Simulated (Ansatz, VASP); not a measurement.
Sb in VASP and in Ansatz

Contents of INCAR:

```
  ALGO = Normal
  EDIFF = 1E-6
  ENCUT = 500
  GGA = PS
  GGA_COMPAT = F
  ISIF = 2
  ISMEAR = 0
  LASPH = T
  LCHARG = F
  LREAL = F
  LWAVE = F
  NBANDS = 22
  NELM = 120
  PREC = Accurate
  SIGMA = 0.1
```

File KPOINTS:

```
k-points
0
Gamma
  12 12 12
```

The input POSCAR:

```
Sb
1.0
    2.1873971037      1.2628943066      3.8080598400
   -2.1873971037      1.2628943066      3.8080598400
    0.0000000000     -2.5257886132      3.8080598400
Sb
2
Direct
    0.2336400000      0.2336400000      0.2336400000
    0.7663600000      0.7663600000      0.7663600000
```

Input for Ansatz:

```yaml
crystal:
  lattice:
    - [2.1873971037, 1.2628943066, 3.80805984]
    - [-2.1873971037, 1.2628943066, 3.80805984]
    - [0.0, -2.5257886132, 3.80805984]
  atoms:
    - { symbol: Sb, position: [0.23364, 0.23364, 0.23364] }
    - { symbol: Sb, position: [0.76636, 0.76636, 0.76636] }
basis:
  ecutwfc: 420
kpoints:
  mp_grid: { grid: [12, 12, 12] }
hamiltonian:
  xc: pbesol
scf:
  occupations: { method: gaussian, width: 0.1 }
output:
  forces: true
  stress: true
  eigenvalues: true
  populations: true
```

Alike in both runs: task single point; functional PBEsol; k mesh 12 × 12 × 12; occupations gaussian, width 0.1 eV; no spin polarisation.

|  | VASP | Ansatz |
| --- | --- | --- |
| version | VASP 6.6.1 | Ansatz 0.2.0 |
| potentials or method | VASP PAW PBE potentials, release 64 (Sb_d_GW), cutoff 500 eV | scalar-relativistic, plane waves, PAW |
| valence electrons in the cell | 30 | 30 |

|  | VASP | Ansatz | Ansatz less VASP |
| --- | --- | --- | --- |
| gap on the k mesh at the Fermi level (eV) | none | none | - |
| pressure (GPa) | -2.4 | -2.3 | +0.09 |
| rms of the force components (eV/Å) | 0.050 | 0.049 | -0.0006 |

VASP's potentials were made for PBE, not for PBEsol. Atom by atom the forces differ by 0.001 eV/Å (rms over components). A gap of «none» marks a metal or a gap that the smearing closes. The functional is the same, so the differences come from potentials, cutoffs and numerics.

Spin-orbit coupling is off throughout.
